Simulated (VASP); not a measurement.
Crystal: SiC (Moissanite).

```
Si C
1.0
     3.09194    0.00000    0.00000
    -1.54597    2.67770    0.00000
     0.00000    0.00000    5.07429
Si C
2 2
Direct
  0.66667 0.33333 0.99958
  0.33333 0.66667 0.49958
  0.66667 0.33333 0.37542
  0.33333 0.66667 0.87542
```

```yaml
Program: VASP 6.6.1
Task: relaxation of cell and atoms
Functional: r2SCAN
Potentials_or_basis: VASP PAW PBE potentials, release 64 (Si, C)
Cutoff: 600 eV
k_mesh: 12 × 12 × 6
Occupations: gaussian, width 0.02 eV
Spin: no spin polarisation
```

At the start: pressure -3.9 GPa; volume 10.50 Å³/atom.

Problem. Where does the relaxation end?

Solution. Over 6 steps the energy falls by 2.2 meV/atom and the volume is 10.32 Å³/atom (-1.7 %); space group P6_3mc (No. 186, to 0.05 Å).

Step by step:
| step | energy change (eV) | largest force (eV/Å) | pressure (GPa) | volume (Å³) |
| --- | --- | --- | --- | --- |
| 1 | 0.0000 | 0.0014 | -3.86 | 42.01 |
| 2 | 0.0022 | 0.0144 | 4.57 | 40.49 |
| 3 | -0.0089 | 0.0054 | -0.02 | 41.28 |
| 4 | -0.0089 | 0.0056 | 0.05 | 41.27 |
| 5 | -0.0089 | 0.0052 | -0.04 | 41.29 |
| 6 | -0.0089 | 0.0001 | 0.00 | 41.28 |

Final structure:
```cif
data_structure
_symmetry_space_group_name_H-M 'P 1'
_symmetry_Int_Tables_number 1
_cell_length_a 3.0737
_cell_length_b 3.0737
_cell_length_c 5.0454
_cell_angle_alpha 90.000
_cell_angle_beta 90.000
_cell_angle_gamma 120.000
_cell_volume 41.28
loop_
_atom_site_label
_atom_site_type_symbol
_atom_site_fract_x
_atom_site_fract_y
_atom_site_fract_z
_atom_site_occupancy
Si1 Si 0.66667 0.33333 0.99960 1
Si2 Si 0.33333 0.66667 0.49960 1
C1 C 0.66667 0.33333 0.37540 1
C2 C 0.33333 0.66667 0.87540 1
```

Caveat: the PAW data sets were made with another functional, which shifts forces and pressure a little.
